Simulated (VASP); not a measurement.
Here is a VASP 6.6.1 calculation.

INCAR

```
SYSTEM = InP
  ALGO = Normal
  EDIFF = 1E-7
  ENCUT = 520
  GGA = PE
  ISIF = 2
  ISMEAR = -1
  LASPH = .True.
  LCHARG = .False.
  LREAL = .False.
  LWAVE = .False.
  NBANDS = 16
  NELM = 80
  PREC = Accurate
  SIGMA = 0.03
```

The input KPOINTS:

```
k-points
0
Gamma
  11 11 11
  0 0 0
```

The input POSCAR:

```
InP
1.0
    0.0000000000      2.8875074498      3.0184150000
    2.8875074498      0.0000000000      3.0184150000
    2.8875074498      2.8875074498      0.0000000000
In P
1 1
Direct
    0.0000000000      0.0000000000      0.0000000000
    0.7500000000      0.7500000000      0.7500000000
```

Potentials or basis: VASP PAW PBE potentials, release 64 (In_d, P).

Command:

```console
$ cat potpaw_PBE.64/In_d/POTCAR potpaw_PBE.64/P/POTCAR > POTCAR
$ mpirun -np 1 vasp_std > vasp.out
```

**Question.** Predict the band gap on the k mesh.

**Answer.** 0.63 eV, direct.

**Question.** What does it give for the pressure?

**Answer.** 3.2 GPa.

Stress tensor (GPa, compression positive):
```
3.88 0.00 0.00
0.00 3.88 0.00
0.00 0.00 1.95
```

Caveat: spin-orbit coupling is left out, which moves the levels of the heavy elements.
